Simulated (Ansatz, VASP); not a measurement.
## Two plane-wave programs on Fe

```
Fe
1.0
    -1.37429    1.37429    1.37429
     1.37429   -1.37429    1.37429
     1.37429    1.37429   -1.37429
Fe
1
Direct
  0.00000 0.00000 0.00000
```

Alike in both runs: task single point; functional r2SCAN; k mesh 22 × 22 × 22; occupations gaussian, width 0.05 eV; collinear spin.

|  | VASP | Ansatz |
| --- | --- | --- |
| version | VASP 6.6.1 | Ansatz 0.2.0 |
| potentials or method | VASP PAW PBE potentials, release 64 (Fe), cutoff 520 eV | scalar-relativistic, plane waves, PAW |
| valence electrons in the cell | 8 | 16 |

|  | VASP | Ansatz | Ansatz less VASP |
| --- | --- | --- | --- |
| gap on the k mesh at the Fermi level (eV) | none | none | - |
| pressure (GPa) | 26.7 | 26.0 | -0.66 |
| net moment per atom (μB) | 2.44 | 2.41 | -0.026 |
| size of the moment on the site where the two differ most (μB) | 2.46 | 2.53 | +0.068 |

VASP's potentials were made for PBE, not for r2SCAN. Site moments also hang on the region over which each program counts them. A gap of «none» marks a metal or a gap that the smearing closes. VASP's potentials hold 8 valence electrons a cell and Ansatz's 16, so a difference there can come from the potentials and not from the codes. Ansatz's warnings: stability check not made.
